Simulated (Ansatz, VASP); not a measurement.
# MgO2: VASP beside Ansatz

File INCAR:

```
SYSTEM = MgO2
  ALGO = Normal
  EDIFF = 1E-6
  ENCUT = 520
  GGA = PS
  ISIF = 2
  ISMEAR = 0
  LASPH = .TRUE.
  LCHARG = .TRUE.
  LELF = .TRUE.
  LREAL = .FALSE.
  LVHAR = .TRUE.
  LWAVE = .FALSE.
  NBANDS = 14
  NELM = 60
  PREC = Accurate
  SIGMA = 0.05
```

The input KPOINTS:

```
k-points
0
G
  12 12 12
  0 0 0
```

The input POSCAR:

```
MgO2
1.0
    1.5245229652      0.8801837444      3.5813283468
   -1.5245229652      0.8801837444      3.5813283468
    0.0000000000     -1.7603674887      3.5813283468
Mg O
1 2
Direct
    0.0000000000      0.0000000000      0.0000000000
    0.4287860000      0.4287860000      0.4287860000
    0.5712140000      0.5712140000      0.5712140000
```

Input for Ansatz:

```yaml
crystal:
  lattice:
    - [1.5245229652, 0.8801837444, 3.5813283468]
    - [-1.5245229652, 0.8801837444, 3.5813283468]
    - [0.0, -1.7603674887, 3.5813283468]
  atoms:
    - { symbol: Mg, position: [0.0, 0.0, 0.0] }
    - { symbol: O, position: [0.428786, 0.428786, 0.428786] }
    - { symbol: O, position: [0.571214, 0.571214, 0.571214] }
basis:
  ecutwfc: 420
kpoints:
  mp_grid: { grid: [12, 12, 12] }
hamiltonian:
  xc: pbesol
scf:
  occupations: { method: gaussian, width: 0.05 }
output:
  forces: true
  stress: true
  eigenvalues: true
```

Change from the starting cell: strain -0.050 along x and y, +0.025 along z, atoms carried along.

Alike in both runs: task single point; functional PBEsol; k mesh 12 × 12 × 12; occupations gaussian, width 0.05 eV; no spin polarisation.

|  | VASP | Ansatz |
| --- | --- | --- |
| version | VASP 6.6.1 | Ansatz 0.2.0 |
| potentials or method | VASP PAW PBE potentials, release 64 (Mg, O), cutoff 520 eV | scalar-relativistic, plane waves, PAW |
| valence electrons in the cell | 14 | 22 |

VASP gave:

- gap on the k mesh at the Fermi level (eV): 1.51
- least direct gap on the mesh (eV): 1.51
- pressure (GPa): 2.1
- traceless stress, the component that is largest in VASP (GPa): -18.96
- rms of the force components (eV/Å): 0.643

What did Ansatz give for the same quantities?

gap on the k mesh at the Fermi level (eV): 1.54; least direct gap on the mesh (eV): 1.54; pressure (GPa): 2.3; traceless stress, the component that is largest in VASP (GPa): -19.71; rms of the force components (eV/Å): 0.705.

VASP's potentials were made for PBE, not for PBEsol. Atom by atom the forces differ by 0.062 eV/Å (rms over components). The functional is the same, so the differences come from potentials, cutoffs and numerics. VASP's potentials hold 14 valence electrons a cell and Ansatz's 22, so a difference there can come from the potentials and not from the codes.
